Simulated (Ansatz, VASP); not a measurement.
**Two plane-wave programs on Li**

File INCAR:

```
PREC     = Accurate       # precision mode
ENCUT    = 520            # plane-wave cutoff, eV
EDIFF    = 1E-7           # SCF threshold, eV
ISMEAR   = 0              # smearing method
SIGMA    = 0.1            # smearing width, eV
LREAL    = False          # projectors in reciprocal space
LASPH    = True           # aspherical terms in the spheres
NELM     = 60             # most SCF steps
ALGO     = Fast           # electronic algorithm
ISIF     = 2              # what is computed and relaxed
LWAVE    = False          # write WAVECAR
LCHARG   = True           # write CHGCAR
GGA      = PE             # functional
LELF     = True           # ELF
LVHAR    = True         
NBANDS   = 14             # bands
```

File KPOINTS:

```
regular mesh
0
Gamma
  16 16 4
```

The input POSCAR:

```
Li
1.0
    3.0615434280      0.0000000000      0.0000000000
   -1.5307717140      2.4120293427      0.0946290614
    0.0000000000      0.3678856382     10.2856778822
Li
4
Direct
   -0.0763733153      0.0000000000      0.0000000000
    0.4387912004      0.7421686265      0.2522410903
   -0.0590404691      0.0000000000      0.5000000000
    0.6966225840      0.2578313735      0.7477589097
```

Input for Ansatz:

```yaml
crystal:
  lattice:
    - [3.061543428, 0.0, 0.0]
    - [-1.530771714, 2.4120293427, 0.0946290614]
    - [0.0, 0.3678856382, 10.2856778822]
  atoms:
    - { symbol: Li, position: [-0.0763733153, 0.0, 0.0] }
    - { symbol: Li, position: [0.4387912004, 0.7421686265, 0.2522410903] }
    - { symbol: Li, position: [-0.0590404691, 0.0, 0.5] }
    - { symbol: Li, position: [0.696622584, 0.2578313735, 0.7477589097] }
basis:
  ecutwfc: 420
kpoints:
  mp_grid: { grid: [16, 16, 4] }
hamiltonian:
  xc: pbe
scf:
  occupations: { method: gaussian, width: 0.1 }
output:
  forces: true
  stress: true
  eigenvalues: true
  populations: true
```

Alike in both runs: task single point; functional PBE; k mesh 16 × 16 × 4; occupations gaussian, width 0.1 eV; no spin polarisation.

|  | VASP | Ansatz |
| --- | --- | --- |
| version | VASP 6.6.1 | Ansatz 0.2.0 |
| potentials or method | VASP PAW PBE potentials, release 64 (Li_sv), cutoff 520 eV | scalar-relativistic, plane waves, PAW |
| valence electrons in the cell | 12 | 12 |

```tsv
	VASP	Ansatz	Ansatz less VASP
gap on the k mesh at the Fermi level (eV)	none	none	-
rms of the force components (eV/Å)	0.041	0.041	+0.0001
```

Atom by atom the forces differ by 0.000 eV/Å (rms over components). A gap of «none» marks a metal or a gap that the smearing closes. The functional is the same, so the differences come from potentials, cutoffs and numerics.

Noted on VASP's run: the cutoff is under 1.25 times that of the potentials, so the pressure is a little rough.
